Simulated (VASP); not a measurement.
Set up this calculation in VASP 6.6.1, as the native input.

```
Task                   : single point
Functional             : PBEsol
Potentials or basis    : VASP PAW PBE potentials, release 64 (Sn_d)
Cutoff                 : 500 eV
k mesh                 : 3 × 3 × 3
Occupations            : fermi-dirac, width 0.1 eV
Spin                   : no spin polarisation
Dipole correction      : no
Further INCAR settings : ALGO = Normal; EDIFF = 1e-06; NBANDS = 13
```

The structure of Sn lies in POSCAR:

```
Sn
1.0
   -1.7265390000      1.7755470000      2.3383420000
    1.7265390000     -1.7755470000      2.3383420000
    1.7265390000      1.7755470000     -2.3383420000
Sn
1
Direct
    0.0000000000      0.0000000000      0.0000000000
```

One way to write it, as run:

INCAR

```
SYSTEM = Sn
PREC = Accurate ; ENCUT = 500
EDIFF = 1E-6 ; ISMEAR = -1
SIGMA = 0.1 ; LREAL = .False.
LASPH = .True. ; NELM = 120
ALGO = Normal ; ISIF = 2
LWAVE = .False. ; LCHARG = .True.
GGA = PS ; LELF = .True.
LVHAR = .True. ; NBANDS = 13
GGA_COMPAT = .False.
```

KPOINTS

```
regular mesh
0
Gamma
  3 3 3
  0 0 0
```

Potentials or basis: VASP PAW PBE potentials, release 64 (Sn_d).

The run is started by

```sh
$ cat potpaw_PBE.64/Sn_d/POTCAR > POTCAR
$ mpirun -np 1 vasp_std > vasp.out
```

Results of the run:

```yaml
Pressure: -6.9 GPa
Band_gap_on_the_k_mesh: zero (bands 7 and 8 overlap by 8.93 eV)
```

Caveat: the k points lie up to 0.75 Å⁻¹ apart, too coarse for converged energies and pressures of a metal; the PAW data sets were made with another functional, which shifts forces and pressure a little; spin-orbit coupling is left out, which moves the levels of the heavy elements.

Run time: 4.1 s on 1 thread of Intel(R) Xeon(R) 6975P-C (Granite Rapids), with other jobs on the host, peak memory 0.15 GiB.
